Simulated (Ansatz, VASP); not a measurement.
# CaO in VASP and in Ansatz

```
Ca O
1.0
    -0.05850    2.39755    2.39755
     2.39755   -0.05850    2.39755
     2.33905    2.33905    0.00000
Ca O
1 1
Direct
  0.00000 0.00000 0.00000
  0.50000 0.50000 0.50000
```

Change from the starting cell: shear_xy strain -4.9%.

Alike in both runs: task single point; functional r2SCAN; k mesh 10 × 10 × 10; no spin polarisation.

|  | VASP | Ansatz |
| --- | --- | --- |
| version | VASP 6.6.1 | Ansatz 0.2.0 |
| potentials or method | VASP PAW PBE potentials, release 64 (Ca_sv, O) | plane waves, PAW |
| plane-wave cutoff (eV) | 520 | 500 |
| occupations | gaussian, width 0.01 eV | fixed |
| valence electrons in the cell | 16 | 16 |

VASP gave:

- gap on the k mesh at the Fermi level (eV): 4.08
- pressure (GPa): 1.1
- traceless stress, the component that is largest in VASP (GPa): 3.84

What did Ansatz give for the same quantities?

gap on the k mesh at the Fermi level (eV): 4.09; pressure (GPa): 0.0; traceless stress, the component that is largest in VASP (GPa): 3.88.

VASP's potentials were made for PBE, not for r2SCAN.
